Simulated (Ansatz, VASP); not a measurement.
**HC12 in VASP and in Ansatz**

```xyz
26
Lattice="4.8893 0.0000 0.0000 -2.4446 6.7739 0.0000 0.0000 0.0000 22.7684" Properties=species:S:1:pos:R:3 pbc="T T T"
C     1.2223    2.0604    4.0000
C     0.0000    5.4473    4.0000
C     3.6669    2.0604    4.0000
C     2.4446    5.4473    4.0000
C     0.0000    2.2089    4.6899
C    -1.2223    5.5958    4.6899
C     2.4446    2.2089    4.6899
C     1.2223    5.5958    4.6899
C     0.0000    2.5015    6.0706
C    -1.2223    5.8884    6.0706
C     2.4446    2.5015    6.0706
C     1.2223    5.8884    6.0706
C     1.2223    2.6576    6.7406
C     0.0000    6.0446    6.7406
C     3.6669    2.6576    6.7406
C     2.4446    6.0446    6.7406
C     1.2223    3.0017    8.1764
C     0.0000    6.3887    8.1764
C     3.6669    3.0017    8.1764
C     2.4446    6.3887    8.1764
C     0.0000    3.1526    8.7684
C    -1.2223    6.5396    8.7684
C     2.4446    3.1526    8.7684
C     1.2223    6.5396    8.7684
H    -1.1120    6.2339   10.8184
H    -1.3326    6.8453   10.8184
```

Alike in both runs: task single point; functional LDA; k mesh 6 × 4 × 1; occupations gaussian, width 0.05 eV; no spin polarisation.

```csv
,VASP,Ansatz
version,VASP 6.6.1,Ansatz 0.2.0
potentials or method,"VASP PAW LDA potentials, release 64 (C, H), cutoff 520 eV","scalar-relativistic, plane waves, PAW"
valence electrons in the cell,98,98
```

Ansatz gave:

```
gap on the k mesh at the Fermi level (eV) : none
rms of the force components (eV/Å)        : 1.380
```

Task: Which values does VASP return?

Result: gap on the k mesh at the Fermi level (eV): none; rms of the force components (eV/Å): 1.382.

Ansatz warns that its potentials were made for another functional, while VASP's fit it. LDA's correlation is that of Perdew and Zunger in VASP and of Perdew and Wang (1992) in Ansatz. Atom by atom the forces differ by 0.024 eV/Å (rms over components). A gap of «none» marks a metal or a gap that the smearing closes.
